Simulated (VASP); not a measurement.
Wanted: the native input for a VASP 6.6.1 run.

```yaml
Task: single point
Functional: PBE
Potentials_or_basis: VASP PAW PBE potentials, release 64 (Ba_sv, Ti_sv, O)
Cutoff: 520 eV
k_mesh: 8 × 8 × 8
Occupations: gaussian, width 0.02 eV
Spin: no spin polarisation
Hubbard_terms: Ti d U = 4.0 eV
Dipole_correction: no
Further_INCAR_settings: ALGO = Normal; EDIFF = 1e-06; NBANDS = 28
```

The structure of BaTiO3 lies in POSCAR:

```
BaTiO3
1.0
    3.6552371690      0.0000000000      0.0000000000
    0.0000000000      3.6552371690      0.0000000000
    0.0000000000      0.0000000000      3.6552371690
Ba Ti O
1 1 3
Direct
    0.5000000000      0.5000000000      0.5719993980
    0.0000000000      0.0000000000      0.0719993980
    0.0000000000      0.5000000000      0.0719993980
    0.5000000000      0.0000000000      0.0719993980
    0.0000000000      0.0000000000      0.5719993980
```

The input as run:

INCAR

```
SYSTEM = BaTiO3
PREC = Accurate
ENCUT = 520
EDIFF = 1E-6
ISMEAR = 0
SIGMA = 0.02
LREAL = .FALSE.
LASPH = .TRUE.
NELM = 150
ALGO = Normal
ISIF = 2
LWAVE = .FALSE.
LCHARG = .FALSE.
LMAXMIX = 4
LDAU = .TRUE.
LDAUTYPE = 2
LDAUL = -1 2 -1
LDAUU = 0 4 0
LDAUJ = 0 0 0
LDAUPRINT = 1
GGA = PE
NBANDS = 28
```

KPOINTS

```
regular mesh
0
G
  8 8 8
  0 0 0
```

Potentials or basis: VASP PAW PBE potentials, release 64 (Ba_sv, Ti_sv, O).

Launch:

```console
$ cat potpaw_PBE.64/Ba_sv/POTCAR potpaw_PBE.64/Ti_sv/POTCAR potpaw_PBE.64/O/POTCAR > POTCAR
$ mpirun -np 1 vasp_std > vasp.out
```

Results of the run:

```
Pressure               : 99.1 GPa
Band gap on the k mesh : 2.54 eV, direct
```

Caveat: spin-orbit coupling is left out, which moves the levels of the heavy elements.

It took 31 s on 1 thread of Intel(R) Xeon(R) Platinum 8488C (Sapphire Rapids), with other jobs on the host, peak memory 0.18 GiB.
